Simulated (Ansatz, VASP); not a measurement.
**Two plane-wave programs on Ti**

Contents of INCAR:

```
SYSTEM = Ti
PREC     = Accurate       ! precision mode
ENCUT    = 520            ! plane-wave cutoff, eV
EDIFF    = 1E-6           ! SCF threshold, eV
ISMEAR   = 0              ! smearing method
SIGMA    = 0.15           ! smearing width, eV
LREAL    = .FALSE.        ! projectors in reciprocal space
LASPH    = .TRUE.         ! aspherical terms in the spheres
NELM     = 100            ! most SCF steps
ALGO     = Fast           ! electronic algorithm
ISIF     = 2              ! what is computed and relaxed
LWAVE    = .FALSE.        ! write WAVECAR
LCHARG   = .FALSE.        ! write CHGCAR
GGA      = PE             ! functional
NBANDS   = 12             ! bands
```

KPOINTS

```
Automatic mesh
0
G
  20 20 20
  0 0 0
```

The input POSCAR:

```
Ti
1.0
   -1.8066566543      1.8066566543      1.4648567468
    1.8066566543     -1.8066566543      1.4648567468
    1.4485805607      1.4485805607     -1.4648567468
Ti
1
Direct
    0.0000000000      0.0000000000      0.0000000000
```

Input for Ansatz:

```yaml
crystal:
  lattice:
    - [-1.8066566543, 1.8066566543, 1.4648567468]
    - [1.8066566543, -1.8066566543, 1.4648567468]
    - [1.4485805607, 1.4485805607, -1.4648567468]
  atoms:
    - { symbol: Ti, position: [0.0, 0.0, 0.0] }
basis:
  ecutwfc: 520.0
kpoints:
  mp_grid: { grid: [20, 20, 20] }
hamiltonian:
  xc: pbe
  pseudopotentials: { kind: paw, azcp: { folder: soft_1 } }
scf:
  occupations: { method: gaussian, width: 0.15 }
output:
  forces: true
  stress: true
  eigenvalues: true
```

Change from the starting cell: engineering shear strain xy -0.2200, normal strain along z -0.1000.

Alike in both runs: task single point; functional PBE; k mesh 20 × 20 × 20; occupations gaussian, width 0.15 eV; no spin polarisation.

|  | VASP | Ansatz |
| --- | --- | --- |
| version | VASP 6.6.1 | Ansatz 0.2.0 |
| potentials or method | VASP PAW PBE potentials, release 64 (Ti_sv), cutoff 520 eV | scalar-relativistic, plane waves, PAW |
| valence electrons in the cell | 12 | 12 |

```tsv
	VASP	Ansatz	Ansatz less VASP
gap on the k mesh at the Fermi level (eV)	none	none	-
pressure (GPa)	13.9	14.3	+0.41
traceless stress, the component that is largest in VASP (GPa)	9.52	9.45	-0.075
```

A gap of «none» marks a metal or a gap that the smearing closes.
